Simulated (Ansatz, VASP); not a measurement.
# MnAs in VASP and in Ansatz

Contents of INCAR:

```
PREC = Accurate ; ENCUT = 520
EDIFF = 1E-8 ; ISMEAR = -1
SIGMA = 0.05 ; LREAL = F
LASPH = T ; NELM = 150
ALGO = Normal ; ISIF = 2
LWAVE = F ; LCHARG = F
ISPIN = 2 ; MAGMOM = 4 4 0 0
LORBIT = 11 ; LMAXMIX = 4
GGA = PE ; LEFG = T
NBANDS = 30
```

The input KPOINTS:

```
Automatic mesh
0
Gamma
  11 11 7
```

File POSCAR:

```
MnAs
1.0
    3.7099981605      0.0000000000      0.0000000000
   -1.8549990803      3.2129526550      0.0000000000
    0.0000000000      0.0000000000      5.6910000000
Mn As
2 2
Direct
    0.0000000000      0.0000000000      0.0000000000
    0.0000000000      0.0000000000      0.5000000000
    0.3333333333      0.6666666667      0.2500000000
    0.6666666667      0.3333333333      0.7500000000
```

Input for Ansatz:

```yaml
crystal:
  lattice:
    - [3.7099981605, 0.0, 0.0]
    - [-1.8549990803, 3.212952655, 0.0]
    - [0.0, 0.0, 5.691]
  atoms:
    - { symbol: Mn, position: [0.0, 0.0, 0.0], spin: 4.0 }
    - { symbol: Mn, position: [0.0, 0.0, 0.5], spin: 4.0 }
    - { symbol: As, position: [0.3333333333, 0.6666666667, 0.25] }
    - { symbol: As, position: [0.6666666667, 0.3333333333, 0.75] }
magnetization:
  spin_polarized: true
kpoints:
  mp_grid: { grid: [11, 11, 7] }
  band_path:
    path:
      - [0.0, 0.0, 0.0]
      - [0.5, 0.0, 0.0]
      - [0.3333333333, 0.3333333333, 0.0]
      - [0.0, 0.0, 0.0]
      - [0.0, 0.0, 0.5]
      - [0.5, 0.0, 0.5]
      - [0.3333333333, 0.3333333333, 0.5]
      - [0.0, 0.0, 0.5]
      - [0.5, 0.0, 0.5]
    npoints: 8
scf:
  occupations: { method: fermi_dirac, width: 0.05 }
hamiltonian:
  xc: pbe
  pseudopotentials: { kind: all_electron, datasets: crystal }
output:
  forces: true
  stress: true
  eigenvalues: true
  efg: { contact_densities: true }
```

Alike in both runs: task electric field gradients; functional PBE; k mesh 11 × 11 × 7; occupations fermi-dirac, width 0.05 eV; collinear spin.

|  | VASP | Ansatz |
| --- | --- | --- |
| version | VASP 6.6.1 | Ansatz 0.2.0 |
| potentials or method | VASP PAW PBE potentials, release 64 (Mn_pv, As), cutoff 520 eV | all-electron PAW with datasets made for the crystal, scalar-relativistic |

VASP gave:

| Item | Value |
| --- | --- |
| pressure (GPa) | -3.5 |
| traceless stress, the component that is largest in VASP (GPa) | -1.64 |
| net moment per atom (μB) | 1.56 |
| size of the moment on the site where the two differ most (μB) | 3.19 |
| size of Vzz on the site where it differs most (V/Å²) | 38.0 |

Question: Which values does Ansatz return?

Answer: Pressure (GPa): -3.6; traceless stress, the component that is largest in VASP (GPa): -1.66; net moment per atom (μB): 1.56; size of the moment on the site where the two differ most (μB): 3.15; size of Vzz on the site where it differs most (V/Å²): 41.4.

Site moments also hang on the region over which each program counts them. Ansatz ran all-electron here, and VASP with PAW potentials.
